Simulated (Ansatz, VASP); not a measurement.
**Rh: VASP beside Ansatz**

INCAR

```
PREC = Accurate
ENCUT = 520
EDIFF = 1E-6
ISMEAR = -1
SIGMA = 0.05
LREAL = False
LASPH = True
NELM = 60
ALGO = Normal
ISIF = 2
LWAVE = False
LCHARG = True
GGA = PE
LELF = True
LVHAR = True
NBANDS = 22
```

Contents of KPOINTS:

```
Automatic mesh
0
Gamma
  10 10 10
```

The input POSCAR:

```
Rh
1.0
    0.0000000000      2.5993341490      2.5993341490
    2.5993341490      0.0000000000      2.5993341490
    2.5993341490      2.5993341490      0.0000000000
Rh
2
Direct
   -0.1700000000     -0.1100000000     -0.1100000000
    0.1700000000      0.1100000000      0.1100000000
```

Input for Ansatz:

```yaml
crystal:
  lattice:
    - [0.0, 2.599334149, 2.599334149]
    - [2.599334149, 0.0, 2.599334149]
    - [2.599334149, 2.599334149, 0.0]
  atoms:
    - { symbol: Rh, position: [-0.17, -0.11, -0.11] }
    - { symbol: Rh, position: [0.17, 0.11, 0.11] }
kpoints:
  mp_grid: { grid: [10, 10, 10] }
scf:
  occupations: { method: fermi_dirac, width: 0.05 }
hamiltonian:
  xc: pbe
  pseudopotentials: { kind: all_electron, lapw: { basis_error: 0.001 } }
output:
  forces: true
  stress: true
  eigenvalues: true
  populations: true
```

Change from the starting cell: shortest bond scaled by 0.88, LAPW.

Alike in both runs: task single point; functional PBE; k mesh 10 × 10 × 10; occupations fermi-dirac, width 0.05 eV; no spin polarisation.

|  | VASP | Ansatz |
| --- | --- | --- |
| version | VASP 6.6.1 | Ansatz 0.2.0 |
| potentials or method | VASP PAW PBE potentials, release 64 (Rh_pv), cutoff 520 eV | all-electron LAPW, scalar-relativistic |

```csv
,VASP,Ansatz,Ansatz less VASP
pressure (GPa),47.3,45.9,-1.42
"traceless stress, the component that is largest in VASP (GPa)",-31.30,-29.48,+1.821
rms of the force components (eV/Å),5.292,4.919,-0.3735
```

Atom by atom the forces differ by 0.374 eV/Å (rms over components). Both programs put the cell under a high pressure, so it lies far from rest at this level. Ansatz ran all-electron here, and VASP with PAW potentials.
